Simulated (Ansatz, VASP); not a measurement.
Al in VASP and in Ansatz

Contents of INCAR:

```
SYSTEM = Al
PREC = Accurate
ENCUT = 520
EDIFF = 1E-7
ISMEAR = 0
SIGMA = 0.15
LREAL = .FALSE.
LASPH = .TRUE.
NELM = 100
ALGO = Fast
ISIF = 2
LWAVE = .FALSE.
LCHARG = .FALSE.
GGA = PE
NBANDS = 10
```

Contents of KPOINTS:

```
Automatic mesh
0
G
  20 20 12
  0 0 0
```

Contents of POSCAR:

```
Al
1.0
   -1.6606977635      1.6606977635      1.6175102401
    1.6606977635     -1.6606977635      1.6175102401
    3.3213955269      3.3213955269      0.0000000000
Al
2
Direct
    0.0586228248     -0.0586228248      0.0000000000
    0.4413771752      0.5586228248      0.5000000000
```

Input for Ansatz:

```yaml
crystal:
  lattice:
    - [-1.6606977635, 1.6606977635, 1.6175102401]
    - [1.6606977635, -1.6606977635, 1.6175102401]
    - [3.3213955269, 3.3213955269, 0.0]
  atoms:
    - { symbol: Al, position: [0.0586228248, -0.0586228248, 0.0] }
    - { symbol: Al, position: [0.4413771752, 0.5586228248, 0.5] }
basis:
  ecutwfc: 420
kpoints:
  mp_grid: { grid: [20, 20, 12] }
hamiltonian:
  xc: pbe
scf:
  occupations: { method: gaussian, width: 0.15 }
output:
  forces: true
  stress: true
  eigenvalues: true
```

Change from the starting cell: mode 1 frozen in at -0.268 Å, equal normal strain along x and y +0.0267.

Alike in both runs: task single point; functional PBE; k mesh 20 × 20 × 12; occupations gaussian, width 0.15 eV; no spin polarisation.

```csv
,VASP,Ansatz
version,VASP 6.6.1,Ansatz 0.2.0
potentials or method,"VASP PAW PBE potentials, release 64 (Al), cutoff 520 eV","scalar-relativistic, plane waves, PAW"
valence electrons in the cell,6,6
```

```tsv
	VASP	Ansatz	Ansatz less VASP
gap on the k mesh at the Fermi level (eV)	none	none	-
pressure (GPa)	-3.5	-3.5	+0.02
traceless stress, the component that is largest in VASP (GPa)	-1.26	-1.27	-0.007
rms of the force components (eV/Å)	0.063	0.062	-0.0005
```

Atom by atom the forces differ by 0.000 eV/Å (rms over components). A gap of «none» marks a metal or a gap that the smearing closes. The functional is the same, so the differences come from potentials, cutoffs and numerics.
